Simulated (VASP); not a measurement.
Set up this calculation in VASP 6.6.1, as the native input.

* Task: single point
* Functional: PBE
* Potentials or basis: VASP PAW PBE potentials, release 64 (Hf_pv, O)
* Cutoff: 520 eV
* k mesh: 6 × 6 × 8
* Occupations: gaussian, width 0.05 eV
* Spin: no spin polarisation
* Dipole correction: no
* Further INCAR settings: ALGO = Normal; EDIFF = 1e-07; NBANDS = 31

The structure of HfO2 lies in POSCAR:

```
HfO2
1.0
    0.0000000000     -2.5488057612     -2.5488057612
   -2.5488057612      0.0000000000     -2.5488057612
    2.5488057612      2.5488057612     -5.0976115224
Hf O
2 4
Direct
   -0.0200216671     -0.0200216671      0.0000003580
    0.5200216671      0.5200216671      0.4999996420
    0.1269670672      0.1269670672      0.6249997928
    0.6230329328      0.6230329328      0.1250002072
    0.3730329328      0.3730329328      0.8750002072
    0.8769670672      0.8769670672      0.3749997928
```

This cell differs from its parent crystal: mode 4 (81.9 1/cm) frozen in, largest displacement +0.125 Å.

The input as run:

INCAR

```
PREC     = Accurate       # precision mode
ENCUT    = 520            # plane-wave cutoff, eV
EDIFF    = 1E-7           # SCF threshold, eV
ISMEAR   = 0              # smearing method
SIGMA    = 0.05           # smearing width, eV
LREAL    = F              # projectors in reciprocal space
LASPH    = T              # aspherical terms in the spheres
NELM     = 80             # most SCF steps
ALGO     = Normal         # electronic algorithm
ISIF     = 2              # what is computed and relaxed
LWAVE    = F              # write WAVECAR
LCHARG   = T              # write CHGCAR
GGA      = PE             # functional
LELF     = T              # ELF
LVHAR    = T            
NBANDS   = 31             # bands
```

KPOINTS

```
regular mesh
0
Gamma
  6 6 8
```

Potentials or basis: VASP PAW PBE potentials, release 64 (Hf_pv, O).

Launch:

```bash
$ cat potpaw_PBE.64/Hf_pv/POTCAR potpaw_PBE.64/O/POTCAR > POTCAR
$ mpirun -np 1 vasp_std > vasp.out
```

Results of the run:

```yaml
Pressure: -2.3 GPa
Largest_force: 0.596 eV/Å
Band_gap_on_the_k_mesh: 3.85 eV, direct
```

Caveat: the cell differs from its parent crystal (mode 4 (81.9 1/cm) frozen in, largest displacement +0.125 Å); spin-orbit coupling is left out, which moves the levels of the heavy elements.

It took 2.5 min on 1 thread of Intel(R) Xeon(R) Platinum 8375C CPU @ 2.90GHz (Ice Lake), on a shared host, peak memory 0.28 GiB.
